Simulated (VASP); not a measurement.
# Al2Cu in VASP: single point with PBEsol

Aim: the single point of Al2Cu with PBEsol.

All numbers are computed with VASP 6.6.1; they aren't measurements. Logs are shortened: lines on timing, memory, paths and dates and some standing lists are left out, and cuts for length are marked.

**1. The cell of the first run**

The cell holds a slab with vacuum, 18 atoms: a = 4.877 Å, b = 4.877 Å, c = 25.081 Å, α = 90.00°, β = 90.00°, γ = 75.82°.

**2. Single point, PBEsol**

Contents of INCAR:

```
PREC = Accurate ; ENCUT = 520
EDIFF = 1E-6 ; ISMEAR = 0
SIGMA = 0.1 ; LREAL = Auto
LASPH = T ; NELM = 60
ALGO = Normal ; ISIF = 2
LWAVE = F ; LCHARG = F
LDIPOL = T ; IDIPOL = 3
DIPOL = 0.5 0.5 0.500 ; GGA = PS
NBANDS = 66
```

Contents of KPOINTS:

```
Automatic mesh
0
Gamma
  7 7 1
```

Contents of POSCAR:

```
Al2Cu
1.0
    4.8770547121      0.0000000000      0.0000000000
    1.1947847448      4.7284407661      0.0000000000
    0.0000000000      0.0000000000     25.0810659739
Al Cu
12 6
Direct
    0.2361643848      0.6490782758      0.3010325959
    0.8492663082      0.1829248244      0.3251537736
    0.3722525840      0.0494104849      0.3722432770
    0.9765013643      0.6503920220      0.4012191095
    0.8484498834      0.1638197215      0.4485139566
    0.4560297860      0.7759797266      0.4759396196
    0.9697719683      0.6498224304      0.5240602748
    0.5773527692      0.2619822725      0.5514859328
    0.4493008259      0.7754096879      0.5987810411
    0.0535492582      0.3763912558      0.6277567809
    0.5765356628      0.2428769728      0.6748459549
    0.1896366181      0.7767244661      0.6989673480
    0.7239869265      0.7125784165      0.3120325275
    0.5125526684      0.5109377003      0.3884386983
    0.3127113007      0.3087534207      0.4626334621
    0.1130912397      0.1170487404      0.5373665051
    0.9132493661      0.9148637469      0.6115612838
    0.7018144493      0.7132231985      0.6879678586
```

Potentials or basis: VASP PAW PBE potentials, release 64 (Al, Cu).

Launch:

```sh
$ cat potpaw_PBE.64/Al/POTCAR potpaw_PBE.64/Cu/POTCAR > POTCAR
$ mpirun -np 1 vasp_std > vasp.out
```

OUTCAR:

```text
PREC = Accurate
   ENCUT = 520
   EDIFF = 1E-6
   ISMEAR = 0
   LREAL = Auto
   LASPH = T
   NELM = 60
   ISIF = 2
   GGA = PS

 ion  position               nearest neighbor table
   1  0.236  0.649  0.301-  13 2.46  13 2.49  14 2.58   4 2.81   3 2.84   2 2.88   2 3.34   2 3.35
                             3 3.35
   2  0.849  0.183  0.325-  13 2.53  13 2.54  14 2.55   3 2.74   3 2.82   1 2.88   5 3.10   4 3.15
                             4 3.16   1 3.34   1 3.35
   3  0.372  0.049  0.372-  14 2.54  13 2.56  15 2.58  14 2.58   2 2.74   2 2.82   1 2.84   6 2.91
                             5 3.13   4 3.14   5 3.16   4 3.17   4 3.19   1 3.35
   4  0.977  0.650  0.401-  13 2.54  14 2.54  15 2.55  14 2.56   5 2.70   1 2.81   5 2.86   7 3.08
                             6 3.09   3 3.14   2 3.15   2 3.16   6 3.17   3 3.17   3 3.19
   5  0.848  0.164  0.449-  14 2.54  15 2.56  16 2.56  15 2.56   4 2.70   4 2.86   8 2.89   6 3.08
                             7 3.08   2 3.10   3 3.13   3 3.16   6 3.18   7 3.20   6 3.20
   6  0.456  0.776  0.476-  14 2.53  15 2.54  15 2.56  16 2.56   7 2.71   7 2.86   3 2.91   5 3.08
                             9 3.08   8 3.08   4 3.09   4 3.17   5 3.18   8 3.20   5 3.20
   7  0.970  0.650  0.524-  17 2.53  16 2.54  16 2.56  15 2.56   6 2.71   6 2.86  10 2.91   8 3.08
                             4 3.08   5 3.08   9 3.09   9 3.17   8 3.18   5 3.20   8 3.20
   8  0.577  0.262  0.551-  17 2.54  16 2.56  15 2.56  16 2.56   9 2.70   9 2.86   5 2.89   7 3.08
                             6 3.08  11 3.10  10 3.13  10 3.16   7 3.18   6 3.20   7 3.20
   9  0.449  0.775  0.599-  18 2.54  17 2.54  16 2.55  17 2.56   8 2.70  12 2.81   8 2.86   6 3.08
                             7 3.09  10 3.14  11 3.15  11 3.16   7 3.17  10 3.17  10 3.19
  10  0.054  0.376  0.628-  17 2.54  18 2.56  16 2.58  17 2.58  11 2.74  11 2.82  12 2.84   7 2.91
                             8 3.13   9 3.14   8 3.16   9 3.17   9 3.19  12 3.35
  11  0.577  0.243  0.675-  18 2.53  18 2.54  17 2.55  10 2.74  10 2.82  12 2.88   8 3.10   9 3.15
                             9 3.16  12 3.34  12 3.35
  12  0.190  0.777  0.699-  18 2.46  18 2.49  17 2.58   9 2.81  10 2.84  11 2.88  11 3.34  11 3.35
                            10 3.35
  13  0.724  0.713  0.312-   1 2.46   1 2.49  14 2.49   2 2.53   4 2.54   2 2.54   3 2.56
  14  0.513  0.511  0.388-  15 2.42  13 2.49   6 2.53   4 2.54   3 2.54   5 2.54   2 2.55   4 2.56
                             1 2.58   3 2.58
  15  0.313  0.309  0.463-  16 2.40  14 2.42   6 2.54   4 2.55   5 2.56   8 2.56   5 2.56   6 2.56
                             7 2.56   3 2.58
  16  0.113  0.117  0.537-  15 2.40  17 2.42   7 2.54   9 2.55   8 2.56   5 2.56   8 2.56   7 2.56
                             6 2.56  10 2.58
  17  0.913  0.915  0.612-  16 2.42  18 2.49   7 2.53   9 2.54  10 2.54   8 2.54  11 2.55   9 2.56
                            12 2.58  10 2.58
  18  0.702  0.713  0.688-  12 2.46  12 2.49  17 2.49  11 2.53   9 2.54  11 2.54  10 2.56

  LATTYP: Found a base centered orthorhombic cell.
 ALAT       =     5.9931013833
 B/A-ratio  =     1.2841102929
 C/A-ratio  =     4.1849894353

  Lattice vectors:

 A1 = (  -1.1947847448,  -4.7284407661,   0.0000000000)
 A2 = (   4.8770547121,   0.0000000000,   0.0000000000)
 A3 = (   0.0000000000,   0.0000000000,  25.0810659739)

Analysis of symmetry for initial positions (statically):
=====================================================================
 Subroutine PRICEL returns:
 Original cell was already a primitive cell.

 Routine SETGRP: Setting up the symmetry group for a
 base centered orthorhombic supercell.

 Subroutine GETGRP returns: Found  2 space group operations
 (whereof  1 operations were pure point group operations)
 out of a pool of  8 trial point group operations.

The static configuration has the point symmetry C_1 .
 The point group associated with its full space group is S_2 .

Analysis of symmetry for dynamics (positions and initial velocities):
=====================================================================
 Subroutine PRICEL returns:
 Original cell was already a primitive cell.

 Routine SETGRP: Setting up the symmetry group for a
 base centered orthorhombic supercell.

 Subroutine GETGRP returns: Found  2 space group operations
 (whereof  1 operations were pure point group operations)
 out of a pool of  8 trial point group operations.

The dynamic configuration has the point symmetry C_1 .
 The point group associated with its full space group is S_2 .

 Subroutine INISYM returns: Found  2 space group operations
 (whereof  1 operations are pure point group operations),
 and found     1 'primitive' translations

----------------------------------------------------------------------------------------
[... 74 lines left out ...]

 Subroutine IBZKPT returns following result:
 ===========================================

 Found     25 irreducible k-points:

 Following reciprocal coordinates:
            Coordinates               Weight
  0.000000  0.000000  0.000000      1.000000
  0.142857  0.000000  0.000000      2.000000
  0.000000 -0.142857  0.000000      2.000000
  0.285714 -0.000000  0.000000      2.000000
  0.000000 -0.285714  0.000000      2.000000
  0.428571 -0.000000  0.000000      2.000000
[... 16 lines left out ...]
 -0.285714  0.285714  0.000000      2.000000
  0.428571  0.428571  0.000000      2.000000
   k-points           NKPTS =     25   k-points in BZ     NKDIM =     25   number of bands    NBANDS=     66
   number of dos      NEDOS =    301   number of ions     NIONS =     18
   total plane-waves  NPLWV = 248832
   dimension x,y,z NGX =    36 NGY =   36 NGZ =  192
   dimension x,y,z NGXF=    72 NGYF=   72 NGZF=  384
   ions per type =              12   6
   NGX,Y,Z   is equivalent  to a cutoff of  12.27, 12.27, 12.73 a.u.
   NGXF,Y,Z  is equivalent  to a cutoff of  24.54, 24.54, 25.45 a.u.
 SYSTEM =  unknown system
   PREC   = accura    normal or accurate (medium, high low for compatibility)
   ISTART =      0    job   : 0-new  1-cont  2-samecut
   ICHARG =      2    charge: 1-file 2-atom 10-const
   ISPIN  =      1    spin polarized calculation?
   LNONCOLLINEAR =      F non collinear calculations
   LSORBIT =      F    spin-orbit coupling
   LASPH  =      T    aspherical Exc in radial PAW
   ENCUT  =  520.0 eV  38.22 Ry    6.18 a.u.   9.07  9.07 46.63*2*pi/ulx,y,z
   NELM   =     60;   NELMIN=  2; NELMDL= -5     # of ELM steps
   EDIFF  = 0.1E-05   stopping-criterion for ELM
   LREAL  =      T    real-space projection
   EDIFFG = 0.1E-04   stopping-criterion for IOM
   NSW    =      0    number of steps for IOM
   IBRION =     -1    ionic relax: 0-MD 1-quasi-New 2-CG
   NFREE  =      0    steps in history (QN), initial steepest desc. (CG)
   ISIF   =      2    stress and relaxation
   ISYM   =      2    0-nonsym 1-usesym 2-fastsym
   POTIM  = 0.5000    time-step for ionic-motion
   TEBEG  =    0.0;   TEEND  =   0.0 temperature during run
   PSTRESS=    0.0 pullay stress
   NELECT =     102.0000    total number of electrons
   NUPDOWN=      -1.0000    fix difference up-down
   EMIN   =  10.00;   EMAX   =-10.00  energy-range for DOS
   EFERMI =   0.00;   METHOD = LEGACY
   ISMEAR =     0;   SIGMA  =   0.10  broadening in eV -4-tet -1-fermi 0-gaus
   EFERMI_NEDOS =   21; number of points for ismear=-14 and -15
   IALGO  =     38    algorithm
   IMIX   =      4    mixing-type and parameters
     AMIX     =   0.40;   BMIX     =  1.00
     AMIX_MAG =   1.60;   BMIX_MAG =  1.00
  volume/ion in A,a.u.               =      32.13       216.84
  Fermi-wavevector in a.u.,A,eV,Ry     =   0.918053  1.734868 11.467277  0.842821
  Thomas-Fermi vector in A             =   2.043091
   LORBIT       =      0    0 simple, 1 ext, 2 COOP (PROOUT), +10 PAW based schemes
   GGA     = PS    functional components
   LHFCALC =     F    Hartree Fock is set to
   AEXX    =    0.0000 exact exchange contribution
   IVDW    =     0    specifies the selected vdW correction
   LEPSILON=     F    determine dielectric tensor
   LRPA    =     F    only Hartree local field effects (RPA)
 non-spin polarized calculation
 Gauss-broadening in eV      SIGMA  =   0.10
  energy-cutoff  :      520.00
  volume of cell :      578.39
 maximum number of plane-waves:     15631
   NGX = 19   NGY = 19   NGZ = 93

 dipolmoment           0.000000      0.000000      0.000000 electrons x Angstroem

 number of electron     102.0000007 magnetization

 dipolmoment           0.000000      0.000000     -0.000018 electrons x Angstroem

 Free energy of the ion-electron system (eV)
  ---------------------------------------------------
  ext. energy  EPLUGINS =         0.00000000
  ---------------------------------------------------
  free energy    TOTEN  =       -74.21486763 eV

  energy without entropy =      -74.18339196  energy(sigma->0) =      -74.19912980

 E-fermi :   1.2623     XC(G=0):  -5.7879

 val. band max:        1.2442565541   @ k =  -0.2857   0.2857   0.0000
 cond. band min:       1.2769776503   @ k =   0.0000  -0.2857   0.0000
 fundamental gap:      0.0327210961
 Fermi energy:         1.2623402019

 k-point     1 :       0.0000    0.0000    0.0000
  band No.  band energies     occupation
      1      -9.4908      2.00000
      2      -8.6935      2.00000
      3      -7.4872      2.00000
      4      -5.9292      2.00000
      5      -4.4400      2.00000
      6      -4.2778      2.00000
[... 1573 lines left out ...]
     62       5.0684      0.00000
     63       5.1740      0.00000

 [... further k-points ...]

 [bands above 63 left out]

------------------------ aborting loop because EDIFF is reached ----------------------------------------

 vacuum level on the upper side and lower side of the slab       (xc-potential included)        -0.131        -0.131

  FORCE on cell =-STRESS in cart. coord.  units (eV):
  Direction    XX          YY          ZZ          XY          YZ          ZX
  --------------------------------------------------------------------------------------
  -------------------------------------------------------------------------------------
  Total       -5.1249606     -5.7107478      0.3864074      0.1233947     -0.0399991     -0.0495165
  in kB      -14.1964429    -15.8191081      1.0703714      0.3418107     -0.1107999     -0.1371637
  external PRESSURE =      -9.6483932 kB  Pullay stress =       0.0000000 kB

 VOLUME and BASIS-vectors are now :
 -----------------------------------------------------------------------------
  energy-cutoff  :      520.00
  volume of cell :      578.39
      direct lattice vectors                 reciprocal lattice vectors
     4.877054712  0.000000000  0.000000000     0.205041784 -0.051810059  0.000000000
     1.194784745  4.728440766  0.000000000     0.000000000  0.211486206  0.000000000
     0.000000000  0.000000000 25.081065974     0.000000000  0.000000000  0.039870714

 POSITION                                       TOTAL-FORCE (eV/Angst)
 -----------------------------------------------------------------------------------
      1.92730      3.06913      7.55022        -0.008520     -0.004264     -0.009530
      4.36047      0.86495      8.15520         0.012308     -0.006363     -0.005136
      1.87453      0.23363      9.33626        -0.008135      0.001613      0.002351
      5.53953      3.07534     10.06300         0.006088      0.001069      0.002819
      4.33367      0.77461     11.24921         0.000388     -0.001764      0.000628
      3.15121      3.66917     11.93707         0.002955      0.003634      0.000073
[... 10 lines left out ...]
      5.54703      4.32588     15.33861        -0.002797     -0.003826      0.011622
      4.27494      3.37243     17.25497         0.002200     -0.008706      0.028650
 -----------------------------------------------------------------------------------
    total drift:                                0.000119     -0.001062     -0.003319

  FREE ENERGIE OF THE ION-ELECTRON SYSTEM (eV)
  ---------------------------------------------------
  free  energy   TOTEN  =       -74.2148676345 eV

  energy  without entropy=      -74.1833919564  energy(sigma->0) =      -74.19912980

 vacuum level on the upper side and lower side of the slab         5.712         5.712
```

Wall time 21 min (1 thread of Intel Xeon 6975P-C (Granite Rapids), shared host); peak memory 0.87 GiB.

What came out:

```
Free energy            : -74.2149 eV
Largest force          : 0.030 eV/Å
Band gap on the k mesh : zero (bands 51 and 52 overlap by 1.17 eV)
```

Forces on the atoms (eV/Å):
```
Al  -0.009 -0.004 -0.010
Al   0.012 -0.006 -0.005
Al  -0.008  0.002  0.002
Al   0.006  0.001  0.003
Al   0.000 -0.002  0.001
Al   0.003  0.004  0.000
Al  -0.003 -0.004  0.000
Al   0.000  0.002 -0.001
Al  -0.006 -0.001 -0.003
Al   0.008 -0.002 -0.002
Al  -0.012  0.006  0.005
Al   0.009  0.004  0.010
Cu  -0.002  0.009 -0.029
Cu   0.003  0.004 -0.012
Cu   0.005 -0.001 -0.007
Cu  -0.005  0.001  0.007
Cu  -0.003 -0.004  0.012
Cu   0.002 -0.009  0.029
```

Caveat: the PAW data sets were made with another functional, which shifts forces and pressure a little.

The gap in the log of VASP goes by the Fermi energy; the results here count the filled bands.